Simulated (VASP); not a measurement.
Write the native input for VASP 6.6.1 that does the following.

| Property | Result |
| --- | --- |
| Task | single point |
| Functional | r2SCAN |
| Potentials or basis | VASP PAW PBE potentials, release 64 (Ru_pv) |
| Cutoff | 550 eV |
| k mesh | 20 × 20 × 12 |
| Occupations | fermi-dirac, width 0.05 eV |
| Spin | no spin polarisation |
| Dipole correction | no |
| Further INCAR settings | ALGO = Normal; EDIFF = 1e-06; NBANDS = 21 |

Ru:

```
CELL_PARAMETERS angstrom
2.67862 0.00000 0.00000
-1.33931 2.31976 0.00000
0.00000 0.00000 4.22419
ATOMIC_POSITIONS crystal
Ru 0.33333 0.66667 0.25000
Ru 0.66667 0.33333 0.75000
```

These files were run (other wordings do the same):

POSCAR

```
Ru
1.0
    2.6786224625      0.0000000000      0.0000000000
   -1.3393112312      2.3197550996      0.0000000000
    0.0000000000      0.0000000000      4.2241888476
Ru
2
Direct
    0.3333333333      0.6666666667      0.2500000000
    0.6666666667      0.3333333333      0.7500000000
```

INCAR.step1

```
PREC = Accurate
ENCUT = 550
ISMEAR = -1
SIGMA = 0.05
LREAL = F
LASPH = T
NELM = 120
NBANDS = 21
GGA = PE
ALGO = Normal
EDIFF = 1E-5
LWAVE = T
LCHARG = F
GGA_COMPAT = F
```

INCAR.step2

```
PREC = Accurate
ENCUT = 550
EDIFF = 1E-6
ISMEAR = -1
SIGMA = 0.05
LREAL = F
LASPH = T
NELM = 120
ALGO = Normal
ISIF = 2
LWAVE = F
LCHARG = F
METAGGA = R2SCAN
LMIXTAU = T
NBANDS = 21
ISTART = 1
GGA_COMPAT = F
```

KPOINTS

```
Automatic mesh
0
Gamma
  20 20 12
```

Potentials or basis: VASP PAW PBE potentials, release 64 (Ru_pv).

The run is started by

```bash
$ cat potpaw_PBE.64/Ru_pv/POTCAR > POTCAR
$ cp INCAR.step1 INCAR
$ mpirun -np 1 vasp_std > vasp.out
$ cp INCAR.step2 INCAR
$ mpirun -np 1 vasp_std > vasp.out
```

It gave:

The pressure is 11.8 GPa. The band gap on the k mesh is zero (bands 14 and 15 overlap by 3.56 eV).

Caveat: the cell stands under pressure; an empty level that is flat over the whole mesh can mark a ghost state of the potentials, or a narrow d or f band; the PAW data sets were made with another functional, which shifts forces and pressure a little.

Run time: 12 min on 1 thread of Oxide Virtual Turin-like Processor (shared host), peak memory 0.22 GiB.
